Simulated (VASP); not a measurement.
# H20CO9 in VASP: a series of runs

Runs on H20CO9. Level: PBE+D3(BJ). Tasks: single point.

Everything below comes from runs of VASP 6.6.1. Logs are shortened: lines on timing, memory, paths and dates and some standing lists are left out, and cuts for length are marked.

**1. The cell of the first run**

The cell holds a disordered packing, 30 atoms: a = 6.964 Å, b = 6.964 Å, c = 6.964 Å, α = 90.00°, β = 90.00°, γ = 90.00°.

**2. Single point, PBE+D3(BJ)**

INCAR

```
SYSTEM = H20CO9
PREC = Accurate
ENCUT = 520
EDIFF = 1E-6
ISMEAR = -1
SIGMA = 0.02
LREAL = Auto
LASPH = .TRUE.
NELM = 100
ALGO = Normal
ISIF = 2
LWAVE = .FALSE.
LCHARG = .FALSE.
GGA = PE
IVDW = 12
NBANDS = 60
```

KPOINTS

```
regular mesh
0
G
  1 1 1
  0 0 0
```

POSCAR

```
H20CO9
1.0
    6.9637580000      0.0000000000      0.0000000000
    0.0000000000      6.9637580000      0.0000000000
    0.0000000000      0.0000000000      6.9637580000
O H C
9 20 1
Direct
    0.1475065618      0.5047561963      0.5434134845
    0.1940044442      0.5953107503      0.1552322754
    0.8682668180      0.5048997969      0.0260778735
    0.4258476529      0.9084606329      0.6247632385
    0.6434456798      0.6075168034      0.7283710893
    0.9682272130      0.8390584509      0.7513041091
    0.3332683301      0.2465766329      0.8890171083
    0.3987502150      0.9178090336      0.1974077790
    0.8474734475      1.2674334749      0.4485796319
    0.0966719406      0.6397838638      0.5411158745
    0.2164348618      0.4959821981      0.4143452429
    0.0561047641      0.5959713132      0.1220030909
    0.2454278279      0.4940866699      0.0776017777
    0.7681053822      0.5172207305     -0.0752180073
    0.8369331617      0.3968690469      0.1112330440
    0.4402507956      0.9193886404      0.4841207865
    0.2928447542      0.9222319328      0.6527366402
    0.5573283850      0.7123883397      0.6955009063
    0.6626881635      0.5290965022      0.6153143174
    0.9383295629      0.9685000541      0.6981862379
    0.8478324491      0.7654774907      0.7383369727
    0.2793893757      0.3501844837      0.8154648683
    0.4301987519      0.2023045603      0.7910814822
    0.3090429047      0.8115014910      0.1477219628
    0.3515630497      1.0377011952      0.1378422398
    0.7529698763      1.0457284702      0.2831947922
    0.9577587274      1.3532348482      0.4663286691
    0.9480513252      1.1516770112      0.1911037115
    0.9678682114      0.9980961429      0.4035321158
    0.8856281335      1.1126032812      0.3280987076
```

Potentials or basis: VASP PAW PBE potentials, release 64 (O, H, C).

Launch:

```bash
$ cat potpaw_PBE.64/O/POTCAR potpaw_PBE.64/H/POTCAR potpaw_PBE.64/C/POTCAR > POTCAR
$ mpirun -np 1 vasp_gam > vasp.out
```

OUTCAR:

```text
SYSTEM = H20CO9
   PREC = Accurate
   ENCUT = 520
   EDIFF = 1E-6
   ISMEAR = -1
   LREAL = Auto
   LASPH = .TRUE.
   NELM = 100
   ISIF = 2
   GGA = PE
   IVDW = 12
 IVDW          = 12

 ion  position               nearest neighbor table
   1  0.148  0.505  0.543-  10 1.00  11 1.02
   2  0.194  0.595  0.155-  13 0.96  12 0.99
   3  0.868  0.505  0.026-  15 0.98  14 1.00
   4  0.426  0.908  0.625-  17 0.95  16 0.99
   5  0.643  0.608  0.728-  19 0.97  18 0.97
   6  0.968  0.839  0.751-  21 0.99  20 1.00
   7  0.333  0.247  0.889-  22 0.96  23 1.01
   8  0.399  0.918  0.197-  25 0.99  24 1.03
   9  0.847  0.267  0.449-  27 0.98  30 1.39
  10  0.097  0.640  0.541-   1 1.00
  11  0.216  0.496  0.414-   1 1.02
  12  0.056  0.596  0.122-   2 0.99
  13  0.245  0.494  0.078-   2 0.96
  14  0.768  0.517  0.925-   3 1.00
  15  0.837  0.397  0.111-   3 0.98
[... 12 lines left out ...]
  28  0.948  0.152  0.191-  30 1.08
  29  0.968  0.998  0.404-  30 1.11
  30  0.886  0.113  0.328-  26 1.08  28 1.08  29 1.11   9 1.39

  LATTYP: Found a simple cubic cell.
 ALAT       =     6.9637580000

  Lattice vectors:

 A1 = (   6.9637580000,   0.0000000000,   0.0000000000)
 A2 = (   0.0000000000,   6.9637580000,   0.0000000000)
 A3 = (   0.0000000000,   0.0000000000,   6.9637580000)

Analysis of symmetry for initial positions (statically):
=====================================================================
 Subroutine PRICEL returns:
 Original cell was already a primitive cell.

 Routine SETGRP: Setting up the symmetry group for a
 simple cubic supercell.

 Subroutine GETGRP returns: Found  1 space group operations
 (whereof  1 operations were pure point group operations)
 out of a pool of 48 trial point group operations.

The static configuration has the point symmetry C_1 .

Analysis of symmetry for dynamics (positions and initial velocities):
=====================================================================
 Subroutine PRICEL returns:
 Original cell was already a primitive cell.

 Routine SETGRP: Setting up the symmetry group for a
 simple cubic supercell.

 Subroutine GETGRP returns: Found  1 space group operations
 (whereof  1 operations were pure point group operations)
 out of a pool of 48 trial point group operations.

The dynamic configuration has the point symmetry C_1 .

 Subroutine INISYM returns: Found  1 space group operations
 (whereof  1 operations are pure point group operations),
 and found     1 'primitive' translations

----------------------------------------------------------------------------------------

                                     Primitive cell

  volume of cell :     337.7000

  direct lattice vectors                    reciprocal lattice vectors
     6.963758000  0.000000000  0.000000000     0.143600625  0.000000000  0.000000000
     0.000000000  6.963758000  0.000000000     0.000000000  0.143600625  0.000000000
     0.000000000  0.000000000  6.963758000     0.000000000  0.000000000  0.143600625

  length of vectors
     6.963758000  6.963758000  6.963758000     0.143600625  0.143600625  0.143600625

  position of ions in fractional coordinates (direct lattice)
     0.147506562  0.504756196  0.543413485
     0.194004444  0.595310750  0.155232275
     0.868266818  0.504899797  0.026077874
     0.425847653  0.908460633  0.624763239
     0.643445680  0.607516803  0.728371089
     0.968227213  0.839058451  0.751304109
[... 22 lines left out ...]
     0.967868211  0.998096143  0.403532116
     0.885628133  0.112603281  0.328098708

  ion indices of the primitive-cell ions
   primitive index   ion index
                 1           1
                 2           2
                 3           3
                 4           4
                 5           5
                 6           6
[... 22 lines left out ...]
                29          29
                30          30

----------------------------------------------------------------------------------------

 KPOINTS: regular mesh

Automatic generation of k-mesh.
 Grid dimensions read from file:
 generate k-points for:    1    1    1

 Generating k-lattice:

  Cartesian coordinates                     Fractional coordinates (reciprocal lattice)
     0.143600625  0.000000000  0.000000000     1.000000000  0.000000000  0.000000000
     0.000000000  0.143600625  0.000000000     0.000000000  1.000000000  0.000000000
     0.000000000  0.000000000  0.143600625     0.000000000  0.000000000  1.000000000

  Length of vectors
     0.143600625  0.143600625  0.143600625

  Shift w.r.t. Gamma in fractional coordinates (k-lattice)
     0.000000000  0.000000000  0.000000000

 Subroutine IBZKPT returns following result:
 ===========================================

 Found      1 irreducible k-points:

 Following reciprocal coordinates:
            Coordinates               Weight
  0.000000  0.000000  0.000000      1.000000
   k-points           NKPTS =      1   k-points in BZ     NKDIM =      1   number of bands    NBANDS=     60
   number of dos      NEDOS =    301   number of ions     NIONS =     30
   total plane-waves  NPLWV = 157464
   dimension x,y,z NGX =    54 NGY =   54 NGZ =   54
   dimension x,y,z NGXF=   108 NGYF=  108 NGZF=  108
   ions per type =               9  20   1
   NGX,Y,Z   is equivalent  to a cutoff of  12.89, 12.89, 12.89 a.u.
   NGXF,Y,Z  is equivalent  to a cutoff of  25.78, 25.78, 25.78 a.u.
 SYSTEM =  H20CO9
   PREC   = accura    normal or accurate (medium, high low for compatibility)
   ISTART =      0    job   : 0-new  1-cont  2-samecut
   ICHARG =      2    charge: 1-file 2-atom 10-const
   ISPIN  =      1    spin polarized calculation?
   LNONCOLLINEAR =      F non collinear calculations
   LSORBIT =      F    spin-orbit coupling
   LASPH  =      T    aspherical Exc in radial PAW
   ENCUT  =  520.0 eV  38.22 Ry    6.18 a.u.  12.95 12.95 12.95*2*pi/ulx,y,z
   NELM   =    100;   NELMIN=  2; NELMDL= -5     # of ELM steps
   EDIFF  = 0.1E-05   stopping-criterion for ELM
   LREAL  =      T    real-space projection
   EDIFFG = 0.1E-04   stopping-criterion for IOM
   NSW    =      0    number of steps for IOM
   IBRION =     -1    ionic relax: 0-MD 1-quasi-New 2-CG
   NFREE  =      0    steps in history (QN), initial steepest desc. (CG)
   ISIF   =      2    stress and relaxation
   ISYM   =      2    0-nonsym 1-usesym 2-fastsym
   POTIM  = 0.5000    time-step for ionic-motion
   TEBEG  =    0.0;   TEEND  =   0.0 temperature during run
   PSTRESS=    0.0 pullay stress
   NELECT =      78.0000    total number of electrons
   NUPDOWN=      -1.0000    fix difference up-down
   EMIN   =  10.00;   EMAX   =-10.00  energy-range for DOS
   EFERMI =   0.00;   METHOD = LEGACY
   ISMEAR =    -1;   SIGMA  =   0.02  broadening in eV -4-tet -1-fermi 0-gaus
   EFERMI_NEDOS =   21; number of points for ismear=-14 and -15
   IALGO  =     38    algorithm
   IMIX   =      4    mixing-type and parameters
     AMIX     =   0.40;   BMIX     =  1.00
     AMIX_MAG =   1.60;   BMIX_MAG =  1.00
  volume/ion in A,a.u.               =      11.26        75.96
  Fermi-wavevector in a.u.,A,eV,Ry     =   1.004452  1.898140 13.727253  1.008925
  Thomas-Fermi vector in A             =   2.137069
   LORBIT       =      0    0 simple, 1 ext, 2 COOP (PROOUT), +10 PAW based schemes
   GGA     = PE    functional components
   LHFCALC =     F    Hartree Fock is set to
   AEXX    =    0.0000 exact exchange contribution
   IVDW    =    12    specifies the selected vdW correction
   LEPSILON=     F    determine dielectric tensor
   LRPA    =     F    only Hartree local field effects (RPA)
 non-spin polarized calculation
  energy-cutoff  :      520.00
  volume of cell :      337.70
 maximum number of plane-waves:      4523
 NGX is ok and might be reduce to    50
   NGX = 25   NGY = 25   NGZ = 25

 number of electron      77.9999998 magnetization

 Free energy of the ion-electron system (eV)
  ---------------------------------------------------
  ext. energy  EPLUGINS =         0.00000000
  ---------------------------------------------------
  free energy    TOTEN  =      -146.74473285 eV

  energy without entropy =     -146.74473285  energy(sigma->0) =     -146.74473285

 E-fermi :  -3.0330     XC(G=0):  -6.3577

 val. band max:       -3.5711964853   @ k =   0.0000   0.0000   0.0000
 cond. band min:       0.6736213280   @ k =   0.0000   0.0000   0.0000
 fundamental gap:      4.2448178133
 Fermi energy:        -3.0329848418

 k-point     1 :       0.0000    0.0000    0.0000
  band No.  band energies     occupation
      1     -23.1498      2.00000
      2     -22.8836      2.00000
      3     -22.7744      2.00000
      4     -22.6938      2.00000
      5     -22.4909      2.00000
      6     -22.2244      2.00000
[... 43 lines left out ...]
     50       5.9124      0.00000
     51       6.0472      0.00000
 [bands above 51 left out]

------------------------ aborting loop because EDIFF is reached ----------------------------------------

 Edisp (eV)   -0.90157

 E8    (eV) :    -0.1840

  FORCE on cell =-STRESS in cart. coord.  units (eV):
  Direction    XX          YY          ZZ          XY          YZ          ZX
  --------------------------------------------------------------------------------------
  -------------------------------------------------------------------------------------
  Total       2.95845    -1.86064    -2.75042     0.61115     0.94384     0.33892
  in kB      14.03601    -8.82757   -13.04903     2.89954     4.47796     1.60798
  external pressure =       -2.61 kB  Pullay stress =        0.00 kB

 VOLUME and BASIS-vectors are now :
 -----------------------------------------------------------------------------
  energy-cutoff  :      520.00
  volume of cell :      337.70
      direct lattice vectors                 reciprocal lattice vectors
     6.963758000  0.000000000  0.000000000     0.143600625  0.000000000  0.000000000
     0.000000000  6.963758000  0.000000000     0.000000000  0.143600625  0.000000000
     0.000000000  0.000000000  6.963758000     0.000000000  0.000000000  0.143600625

 POSITION                                       TOTAL-FORCE (eV/Angst)
 -----------------------------------------------------------------------------------
      1.02720      3.51500      3.78420         0.370666      0.564493     -1.309750
      1.35100      4.14560      1.08100         0.457819      0.556904      0.868653
      6.04640      3.51600      0.18160        -0.511079     -0.672446      0.211553
      2.96550      6.32630      4.35070         1.471621      0.083266     -0.469138
      4.48080      4.23060      5.07220         0.884746     -0.703800      0.410973
      6.74250      5.84300      5.23190         0.234992      1.126408     -0.697651
[... 22 lines left out ...]
      6.74000      6.95050      2.81010         0.226445      0.227328     -0.461592
      6.16730      0.78414      2.28480         0.041096     -1.109241      0.016967
 -----------------------------------------------------------------------------------
    total drift:                                0.006950     -0.012901      0.003896

  FREE ENERGIE OF THE ION-ELECTRON SYSTEM (eV)
  ---------------------------------------------------
  free  energy   TOTEN  =      -147.6463043470 eV

  energy  without entropy=     -147.6463043470  energy(sigma->0) =     -147.64630435
```

It took 38 s on 1 thread of AMD EPYC 7R43 (Zen 3), shared host; peak memory 0.34 GiB.

Results:

| Quantity | Value |
| --- | --- |
| Free energy | -147.6463 eV |
| Pressure | -0.3 GPa |
| Largest force | 1.618 eV/Å |
| Dispersion energy per atom | -0.030 eV |

Forces in eV/Å, atoms in the order of the input:
```
O    0.371  0.564 -1.310
O    0.458  0.557  0.869
O   -0.511 -0.672  0.212
O    1.472  0.083 -0.469
O    0.885 -0.704  0.411
O    0.235  1.126 -0.698
O    1.248 -0.666 -0.786
O   -0.940 -0.089 -0.443
O   -1.003  0.817  0.560
H    0.386 -0.966  0.419
H   -0.784  0.435  1.091
H   -0.333 -0.010 -0.442
H    0.492 -0.580 -0.555
H    0.160  0.140  0.384
H   -0.233  0.435 -0.427
H   -0.355  0.005 -0.119
H   -1.171 -0.079  0.279
H   -0.975  0.764 -0.261
H   -0.033 -0.240 -0.337
H    0.045 -0.866  0.510
H   -0.067 -0.082  0.088
H   -0.783  0.790 -0.436
H   -0.649 -0.099  1.155
H    0.865  0.788  0.667
H    0.278 -0.565  0.095
H   -0.773 -0.208  0.169
H    0.543  0.047  0.231
H    0.906  0.158 -0.413
H    0.226  0.227 -0.462
C    0.041 -1.109  0.017
```

Stress tensor (GPa, compression positive):
```
 1.40  0.29  0.16
 0.29 -0.88  0.45
 0.16  0.45 -1.30
```

Caveat: the k points lie up to 0.90 Å⁻¹ apart.

(Continued in part 2 of 2.)
